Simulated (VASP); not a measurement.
Wanted: the native input for a VASP 6.6.1 run.

- Task: single point
- Functional: r2SCAN
- Potentials or basis: VASP PAW PBE potentials, release 64 (Ti_sv)
- Cutoff: 520 eV
- k mesh: 15 × 15 × 15
- Occupations: fermi-dirac, width 0.05 eV
- Spin: collinear spin, ferromagnetic start
- Starting moments: [1.059] μB
- Dipole correction: no
- Further INCAR settings: ALGO = Normal; EDIFF = 1e-07; NBANDS = 16

Crystal: Ti.

```
Ti
1.0
    -1.64788    1.64788    1.64788
     1.64788   -1.64788    1.64788
     1.64788    1.64788   -1.64788
Ti
1
Direct
  0.00000 0.00000 0.00000
```

These files were run (other wordings do the same):

POSCAR

```
Ti
1.0
   -1.6478810356      1.6478810356      1.6478810356
    1.6478810356     -1.6478810356      1.6478810356
    1.6478810356      1.6478810356     -1.6478810356
Ti
1
Direct
    0.0000000000      0.0000000000      0.0000000000
```

INCAR.step1

```
SYSTEM = Ti
  PREC = Accurate
  ENCUT = 520
  ISMEAR = -1
  SIGMA = 0.05
  LREAL = .False.
  LASPH = .True.
  NELM = 150
  ISPIN = 2
  MAGMOM = 1.059
  LMAXMIX = 4
  NBANDS = 16
  GGA = PE
  ALGO = Normal
  EDIFF = 1E-4
  LWAVE = .True.
  LCHARG = .False.
```

INCAR.step2

```
SYSTEM = Ti
  PREC = Accurate
  ENCUT = 520
  EDIFF = 1E-7
  ISMEAR = -1
  SIGMA = 0.05
  LREAL = .False.
  LASPH = .True.
  NELM = 150
  ALGO = Normal
  ISIF = 2
  LWAVE = .False.
  LCHARG = .True.
  ISPIN = 2
  MAGMOM = 1.059
  LORBIT = 11
  LMAXMIX = 4
  METAGGA = R2SCAN
  LMIXTAU = .True.
  LELF = .True.
  LVHAR = .True.
  NBANDS = 16
  ISTART = 1
```

KPOINTS

```
regular mesh
0
Gamma
  15 15 15
  0 0 0
```

Potentials or basis: VASP PAW PBE potentials, release 64 (Ti_sv).

Launch:

```sh
$ cat potpaw_PBE.64/Ti_sv/POTCAR > POTCAR
$ cp INCAR.step1 INCAR
$ mpirun -np 1 vasp_std > vasp.out
$ cp INCAR.step2 INCAR
$ mpirun -np 1 vasp_std > vasp.out
```

It gave:

```
Pressure                                              : -3.7 GPa
Band gap on the k mesh                                : zero (filled and empty bands overlap)
Net moment                                            : 0.00 μB per cell
Valence electrons inside the program's atomic spheres : Ti 10.19
```

Caveat: the PAW data sets were made with another functional, which shifts forces and pressure a little.

It took 2.7 min on 1 thread of Intel(R) Xeon(R) 6975P-C (Granite Rapids) (shared host), peak memory 0.19 GiB.
